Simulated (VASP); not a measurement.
# Al (a cell with a defect) in VASP: a series of runs

The runs below take Al (a cell with a defect) through single point, with PBE.

Everything below comes from runs of VASP 6.6.1. Logs are shortened: lines on timing, memory, paths and dates and some standing lists are left out, and cuts for length are marked.

## 1. The cell of the first run

The cell holds a defect, 31 atoms: a = 8.100 Å, b = 8.100 Å, c = 8.100 Å, α = 90.00°, β = 90.00°, γ = 90.00°.

## 2. Single point, PBE

INCAR

```
PREC = Accurate
ENCUT = 520
EDIFF = 1E-6
ISMEAR = 0
SIGMA = 0.05
LREAL = Auto
LASPH = T
NELM = 100
ALGO = Normal
ISIF = 2
LWAVE = F
LCHARG = F
GGA = PE
NBANDS = 68
```

KPOINTS

```
Automatic mesh
0
Gamma
  3 3 3
```

POSCAR

```
Al
1.0
    8.1000000000      0.0000000000      0.0000000000
    0.0000000000      8.1000000000      0.0000000000
    0.0000000000      0.0000000000      8.1000000000
Al
31
Direct
    0.4957956790      0.0050664198      0.0000038272
    0.7444753086      0.2529770370      0.0000037037
    0.7503870370     -0.0014437037      0.2506408642
    0.0004444444      0.0007188889      0.0000025926
    0.3317297531      0.3320214815      0.0000081481
    0.7479055556      0.7481818519      0.0000024691
    0.2481075309      0.0038144444      0.2460001235
    0.5062614815      0.2462037037      0.2651798765
    0.7471766667      0.5006871605      0.2467860494
    0.4994740741     -0.0062082716      0.5000017284
    0.7578562963      0.2486743210      0.4999977778
    0.7503900000     -0.0014477778      0.7493637037
    0.0047970370      0.4960679012      0.0000035802
    0.2527025926      0.7447522222      0.0000055556
    0.0035450617      0.2483806173      0.2459988889
    0.2459204938      0.5065537037      0.2651987654
    0.5004155556      0.7474493827      0.2467923457
   -0.0007997531     -0.0005207407      0.5000029630
    0.2476967901      0.2479766667      0.5000059259
    0.5017530864      0.5020200000      0.5000064198
    0.7493279012      0.7496051852      0.5000038272
    0.2481061728      0.0038219753      0.7540118519
    0.5062753086      0.2461959259      0.7348234568
    0.7471775309      0.5006890123      0.7532203704
   -0.0017249383      0.7506656790      0.2506416049
   -0.0064939506      0.4997491358      0.5000041975
    0.2483993827      0.7581444444      0.5000090123
    0.0035364198      0.2483793827      0.7540060494
    0.2459237037      0.5065477778      0.7348143210
    0.5004123457      0.7474503704      0.7532166667
   -0.0017209877      0.7506637037      0.7493669136
```

Potentials or basis: VASP PAW PBE potentials, release 64 (Al).

Launch:

```sh
$ cat potpaw_PBE.64/Al/POTCAR > POTCAR
$ mpirun -np 1 vasp_std > vasp.out
```

OUTCAR:

```text
PREC = Accurate
   ENCUT = 520
   EDIFF = 1E-6
   ISMEAR = 0
   LREAL = Auto
   LASPH = T
   NELM = 100
   ISIF = 2
   GGA = PE

 ion  position               nearest neighbor table
   1  0.496  0.005  0.000-  22 2.83   7 2.83   2 2.84  14 2.88  30 2.89  17 2.89   3 2.89  12 2.89
                            23 2.90   8 2.90   6 2.92   5 2.96
   2  0.744  0.253  0.000-   9 2.83  24 2.83   1 2.84  13 2.89  23 2.89   8 2.89   3 2.89  12 2.89
                            28 2.89  15 2.89   4 2.91
   3  0.750  0.999  0.251-   8 2.82  25 2.84  18 2.85  21 2.85  11 2.86  10 2.87   4 2.87   6 2.87
                            17 2.87  15 2.88   2 2.89   1 2.89
   4  0.000  0.001  0.000-  22 2.83  28 2.83  15 2.83   7 2.83  31 2.87  25 2.87  12 2.87   3 2.87
                             6 2.89  14 2.91   2 2.91
   5  0.332  0.332  0.000-   8 2.66  29 2.66  16 2.66  23 2.66  13 2.96   1 2.96
   6  0.748  0.748  0.000-  24 2.83   9 2.83  30 2.83  17 2.83  25 2.87  31 2.87  12 2.87   3 2.87
                             4 2.89   1 2.92  13 2.92
   7  0.248  0.004  0.246-  15 2.80   4 2.83   1 2.83  19 2.85  27 2.86   8 2.87  18 2.88  25 2.88
                            14 2.89  10 2.90  17 2.91
   8  0.506  0.246  0.265-   5 2.66  11 2.79  10 2.79  20 2.81   3 2.82  19 2.83   9 2.84   7 2.87
                             2 2.89   1 2.90  16 2.98
   9  0.747  0.501  0.247-  17 2.83   6 2.83   2 2.83   8 2.84  20 2.86  26 2.86  25 2.87  21 2.88
                            13 2.89  11 2.90  15 2.91
  10  0.499  0.994  0.500-  27 2.79  23 2.79   8 2.79  21 2.83  17 2.86  30 2.86   3 2.87  12 2.87
                             7 2.90  22 2.90  19 2.90  11 2.94
  11  0.758  0.249  0.500-  23 2.79   8 2.79  26 2.79  18 2.81   3 2.86  12 2.86  15 2.86  28 2.86
                             9 2.90  24 2.90  20 2.92  10 2.94
  12  0.750  0.999  0.749-  23 2.82  31 2.84  18 2.85  21 2.85  11 2.86  10 2.87   4 2.87   6 2.87
                            30 2.87  28 2.88   2 2.89   1 2.89
  13  0.005  0.496  0.000-  15 2.83  28 2.83  14 2.84   2 2.89  24 2.89   9 2.89  31 2.89  25 2.89
                            29 2.90  16 2.90   6 2.92   5 2.96
  14  0.253  0.745  0.000-  30 2.83  17 2.83  13 2.84   1 2.88  16 2.89  29 2.89  31 2.89  25 2.89
[... 21 lines left out ...]
  25  0.998  0.751  0.251-  16 2.82   3 2.84  18 2.85  21 2.85  27 2.86  26 2.87   4 2.87   6 2.87
                             9 2.87   7 2.88  14 2.89  13 2.89
  26  0.994  0.500  0.500-  11 2.79  16 2.79  29 2.79  21 2.83  24 2.86   9 2.86  31 2.87  25 2.87
                            28 2.90  15 2.90  19 2.90  27 2.94
  27  0.248  0.758  0.500-  16 2.79  29 2.79  10 2.79  18 2.81  31 2.86  25 2.86   7 2.86  22 2.86
                            30 2.89  17 2.90  20 2.92  26 2.94
  28  0.004  0.248  0.754-  22 2.80   4 2.83  13 2.83  19 2.85  11 2.86  29 2.87  18 2.88  12 2.88
                             2 2.89  26 2.90  24 2.91
  29  0.246  0.507  0.735-   5 2.66  27 2.79  26 2.79  20 2.81  31 2.82  19 2.83  30 2.84  28 2.87
                            14 2.89  13 2.90  23 2.98
  30  0.500  0.747  0.753-  24 2.83   6 2.83  14 2.83  29 2.84  20 2.86  10 2.86  12 2.87  21 2.88
                             1 2.89  27 2.89  22 2.91
  31  0.998  0.751  0.749-  29 2.82  12 2.84  18 2.85  21 2.85  27 2.86  26 2.87   4 2.87   6 2.87
                            24 2.87  22 2.88  14 2.89  13 2.89

[... 201 lines left out ...]
     AMIX     =   0.40;   BMIX     =  1.00
     AMIX_MAG =   1.60;   BMIX_MAG =  1.00
  volume/ion in A,a.u.               =      17.14       115.69
  Fermi-wavevector in a.u.,A,eV,Ry     =   0.915695  1.730412 11.408446  0.838497
  Thomas-Fermi vector in A             =   2.040466
   LORBIT       =      0    0 simple, 1 ext, 2 COOP (PROOUT), +10 PAW based schemes
   GGA     = PE    functional components
   LHFCALC =     F    Hartree Fock is set to
   AEXX    =    0.0000 exact exchange contribution
   IVDW    =     0    specifies the selected vdW correction
   LEPSILON=     F    determine dielectric tensor
   LRPA    =     F    only Hartree local field effects (RPA)
 non-spin polarized calculation
 Gauss-broadening in eV      SIGMA  =   0.05
  energy-cutoff  :      520.00
  volume of cell :      531.44
 maximum number of plane-waves:     14358
   NGX = 31   NGY = 31   NGZ = 31

 number of electron      93.0000000 magnetization

 Free energy of the ion-electron system (eV)
  ---------------------------------------------------
  ext. energy  EPLUGINS =         0.00000000
  ---------------------------------------------------
  free energy    TOTEN  =      -115.44673015 eV

  energy without entropy =     -115.43355655  energy(sigma->0) =     -115.44014335

 E-fermi :   7.4641     XC(G=0): -10.0323

 val. band max:        7.4408378819   @ k =  -0.3333   0.3333   0.3333
 cond. band min:       7.4873704101   @ k =   0.3333   0.3333   0.3333
 fundamental gap:      0.0465325282
 Fermi energy:         7.4640531842

 k-point     1 :       0.0000    0.0000    0.0000
  band No.  band energies     occupation
      1      -3.3632      2.00000
      2      -1.2608      2.00000
      3      -1.2340      2.00000
      4      -1.1660      2.00000
      5      -1.1615      2.00000
      6      -1.0150      2.00000
[... 843 lines left out ...]
     57       9.2600      0.00000
     58       9.4605      0.00000
 [bands above 58 left out]

------------------------ aborting loop because EDIFF is reached ----------------------------------------

  FORCE on cell =-STRESS in cart. coord.  units (eV):
  Direction    XX          YY          ZZ          XY          YZ          ZX
  --------------------------------------------------------------------------------------
  -------------------------------------------------------------------------------------
  Total       -3.6617710     -3.6739244     -0.1450895      0.2041987     -0.0003033     -0.0003054
  in kB      -11.0394314    -11.0760711     -0.4374128      0.6156140     -0.0009145     -0.0009208
  external PRESSURE =      -7.5176385 kB  Pullay stress =       0.0000000 kB

 VOLUME and BASIS-vectors are now :
 -----------------------------------------------------------------------------
  energy-cutoff  :      520.00
  volume of cell :      531.44
      direct lattice vectors                 reciprocal lattice vectors
     8.100000000  0.000000000  0.000000000     0.123456790  0.000000000  0.000000000
     0.000000000  8.100000000  0.000000000     0.000000000  0.123456790  0.000000000
     0.000000000  0.000000000  8.100000000     0.000000000  0.000000000  0.123456790

 POSITION                                       TOTAL-FORCE (eV/Angst)
 -----------------------------------------------------------------------------------
      4.01594      0.04104      0.00003         0.026847      0.003527     -0.000108
      6.03025      2.04911      0.00003         0.020598     -0.005701      0.000154
      6.07813      8.08831      2.03019         0.007013      0.005579      0.011675
      0.00360      0.00582      0.00002         0.009041      0.010925      0.000354
      2.68701      2.68937      0.00007        -0.448869     -0.448053     -0.000081
      6.05804      6.06027      0.00002         0.004356      0.004936     -0.000069
[... 23 lines left out ...]
      4.05334      6.05435      6.10106         0.007086      0.014594      0.009368
      8.08606      6.08038      6.06987         0.006257      0.006228     -0.011686
 -----------------------------------------------------------------------------------
    total drift:                               -0.029957     -0.019899      0.002562

  FREE ENERGIE OF THE ION-ELECTRON SYSTEM (eV)
  ---------------------------------------------------
  free  energy   TOTEN  =      -115.4467301528 eV

  energy  without entropy=     -115.4335565491  energy(sigma->0) =     -115.44014335
```

Wall time 13 min (1 thread of Intel Xeon 8259CL, shared host); peak memory 0.64 GiB.

What came out:

```
Free energy            : -115.4467 eV
Pressure               : -0.8 GPa
Largest force          : 0.634 eV/Å
Band gap on the k mesh : zero (an odd number of electrons rules out a gap without spin polarisation)
```

Forces in eV/Å, atoms in the order of the input:
```
Al   0.027  0.004  0.000
Al   0.021 -0.006  0.000
Al   0.007  0.006  0.012
Al   0.009  0.011  0.000
Al  -0.449 -0.448  0.000
Al   0.004  0.005  0.000
Al   0.022  0.026 -0.018
Al   0.041  0.024  0.004
Al   0.016  0.007 -0.009
Al   0.010  0.012  0.000
Al   0.031  0.003  0.000
Al   0.007  0.006 -0.012
Al   0.003  0.027  0.000
Al  -0.006  0.020  0.000
Al   0.028  0.020 -0.019
Al   0.025  0.041  0.004
Al   0.007  0.015 -0.010
Al  -0.001  0.001  0.000
Al   0.005  0.006  0.000
Al   0.025  0.026  0.000
Al   0.004  0.007  0.000
Al   0.021  0.026  0.018
Al   0.040  0.025 -0.004
Al   0.016  0.007  0.009
Al   0.006  0.006  0.011
Al   0.010  0.011  0.000
Al   0.004  0.032  0.000
Al   0.028  0.020  0.019
Al   0.025  0.041 -0.004
Al   0.007  0.015  0.009
Al   0.006  0.006 -0.012
```

## 3. Single point, PBE

INCAR

```
SYSTEM = Al
PREC = Accurate
ENCUT = 520
EDIFF = 1E-6
ISMEAR = 0
SIGMA = 0.05
LREAL = Auto
LASPH = .TRUE.
NELM = 60
ALGO = Normal
ISIF = 2
LWAVE = .FALSE.
LCHARG = .FALSE.
GGA = PE
NBANDS = 68
```

KPOINTS

```
Automatic mesh
0
G
  3 3 3
  0 0 0
```

POSCAR

```
Al
1.0
    8.1000000000      0.0000000000      0.0000000000
    0.0000000000      8.1000000000      0.0000000000
    0.0000000000      0.0000000000      8.1000000000
Al
31
Direct
    0.4982143210      0.0023301235      0.0000016049
    0.7460517284      0.2517235802      0.0000025926
    0.7505711111     -0.0013787654      0.2507708642
    0.0014283951      0.0015648148      0.0000012346
    0.2898477778      0.2899925926      0.0000038272
    0.7479320988      0.7480696296     -0.0000001235
    0.2484541975      0.0034341975      0.2464695062
    0.5045272840      0.2488254321      0.2590856790
    0.7476798765      0.4998441975      0.2469458025
    0.4993051852     -0.0039296296      0.5000006173
    0.7566690123      0.2479740741      0.4999983951
    0.7505724691     -0.0013818519      0.7492304938
    0.0021964198      0.4983504938      0.0000020988
    0.2515880247      0.7461892593      0.0000032099
    0.0032998765      0.2485913580      0.2464687654
    0.2486835802      0.5046759259      0.2590955556
    0.4997103704      0.7478164198      0.2469497531
   -0.0005714815     -0.0004313580      0.5000011111
    0.2478086420      0.2479501235      0.5000039506
    0.5012616049      0.5013941975      0.5000038272
    0.7493165432      0.7494558025      0.5000018519
    0.2484539506      0.0034379012      0.7535372840
    0.5045349383      0.2488207407      0.7409175309
    0.7476808642      0.4998450617      0.7530569136
   -0.0015208642      0.7507104938      0.2507712346
   -0.0040745679      0.4994433333      0.5000020988
    0.2478362963      0.7568145679      0.5000040741
    0.0032938272      0.2485896296      0.7535337037
    0.2486849383      0.5046713580      0.7409123457
    0.4997072840      0.7478164198      0.7530538272
   -0.0015172840      0.7507087654      0.7492320988
```

Potentials or basis: VASP PAW PBE potentials, release 64 (Al).

Launch:

```sh
$ cat potpaw_PBE.64/Al/POTCAR > POTCAR
$ mpirun -np 1 vasp_std > vasp.out
```

Run time: 8.4 min. Hardware: 1 thread of Intel Xeon 8259CL, shared host; peak memory 0.57 GiB.

Results (log left out):

| Property | Result |
| --- | --- |
| Free energy | -115.7845 eV |
| Pressure | -1.0 GPa |
| Largest force | 0.603 eV/Å |
| Band gap on the k mesh | zero (an odd number of electrons rules out a gap without spin polarisation) |

Forces in eV/Å, atoms in the order of the input:
```
Al   0.040 -0.006  0.000
Al   0.018  0.001  0.000
Al   0.013  0.012  0.010
Al   0.017  0.017  0.000
Al  -0.426 -0.427  0.000
Al   0.012  0.012  0.000
Al   0.023  0.014 -0.004
Al  -0.001  0.043 -0.054
Al   0.013  0.007 -0.009
Al   0.013  0.028  0.000
Al   0.003  0.010  0.000
Al   0.013  0.012 -0.010
Al  -0.006  0.040  0.000
Al   0.002  0.018  0.000
Al   0.015  0.023 -0.005
Al   0.042  0.000 -0.054
Al   0.006  0.014 -0.009
Al   0.008  0.009  0.000
Al   0.010  0.010  0.000
Al   0.016  0.017  0.000
Al   0.007  0.009  0.000
Al   0.023  0.014  0.004
Al  -0.001  0.043  0.054
Al   0.013  0.007  0.009
Al   0.012  0.012  0.009
Al   0.028  0.011  0.000
Al   0.012  0.003  0.000
Al   0.015  0.023  0.005
Al   0.042  0.000  0.054
Al   0.006  0.014  0.009
Al   0.012  0.012 -0.009
```

Stress tensor (GPa, compression positive):
```
-1.16 -0.09  0.00
-0.09 -1.16  0.00
 0.00  0.00 -0.74
```

Levels at points of the mesh, in eV from the Fermi level:
```csv
k point,band 43,band 44,band 45,band 46,band 47,band 48,band 49,band 50,band 51,band 52
"(0.00, 0.00, 0.00)",-0.31,-0.26,-0.26,0.38,0.49,0.49,0.54,0.55,0.58,1.22
```

The gap in the log of VASP goes by the Fermi energy; the results here count the filled bands.